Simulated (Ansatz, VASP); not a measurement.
## One calculation of Hf5H, two programs

```
Hf H
1.0
     4.95641    0.00000    0.00000
    -2.47821    4.29238    0.00000
     0.00000    0.00000   21.13284
Hf H
5 1
Direct
  0.66667 0.33333 0.18928
  0.33333 0.66667 0.23715
  0.00000 0.00000 0.27634
  0.66667 0.33333 0.31643
  0.33333 0.66667 0.37065
  0.44444 0.88889 0.48895
```

Alike in both runs: task single point; functional PBE; dispersion D3(BJ); k mesh 6 × 6 × 1; occupations gaussian, width 0.1 eV; no spin polarisation.

|  | VASP | Ansatz |
| --- | --- | --- |
| version | VASP 6.6.1 | Ansatz 0.2.0 |
| potentials or method | VASP PAW PBE potentials, release 64 (Hf_pv, H), cutoff 520 eV | scalar-relativistic, plane waves, PAW |
| valence electrons in the cell | 51 | 131 |

Ansatz gave:

```
gap on the k mesh at the Fermi level (eV) : none
rms of the force components (eV/Å)        : 0.740
```

What did VASP give for the same quantities?

gap on the k mesh at the Fermi level (eV): none; rms of the force components (eV/Å): 0.727.

Atom by atom the forces differ by 0.033 eV/Å (rms over components). A gap of «none» marks a metal or a gap that the smearing closes. VASP's potentials hold 51 valence electrons a cell and Ansatz's 131, so a difference there can come from the potentials and not from the codes.

Spin-orbit coupling is off throughout.
